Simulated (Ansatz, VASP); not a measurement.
# Bi: VASP beside Ansatz

```
Bi
1.0
     0.00000    2.45063    2.78012
     2.21027    0.00000    2.78012
     2.21027    2.45063    0.00000
Bi
1
Direct
  0.00000 0.00000 0.00000
```

Alike in both runs: task relaxation of cell and atoms; functional PBEsol; k mesh 6 × 6 × 6; occupations gaussian, width 0.1 eV; no spin polarisation.

|  | VASP | Ansatz |
| --- | --- | --- |
| version | VASP 6.6.1 | Ansatz 0.2.0 |
| potentials or method | VASP PAW PBE potentials, release 64 (Bi_d), cutoff 600 eV | scalar-relativistic, plane waves, PAW |
| valence electrons in the cell | 15 | 15 |

```tsv
	VASP	Ansatz	Ansatz less VASP
gap on the k mesh at the Fermi level, each at its own relaxed structure (eV)	none	none	-
relaxed volume (Å³/atom)	30.07	30.14	+0.068
relaxed length of the cell vector where the two differ most in proportion (Å)	3.518	3.522	+0.0036
```

VASP's potentials were made for PBE, not for PBEsol. A gap of «none» marks a metal or a gap that the smearing closes.

The k mesh is coarse, so the values compare programs but aren't converged. Spin-orbit coupling is off throughout.
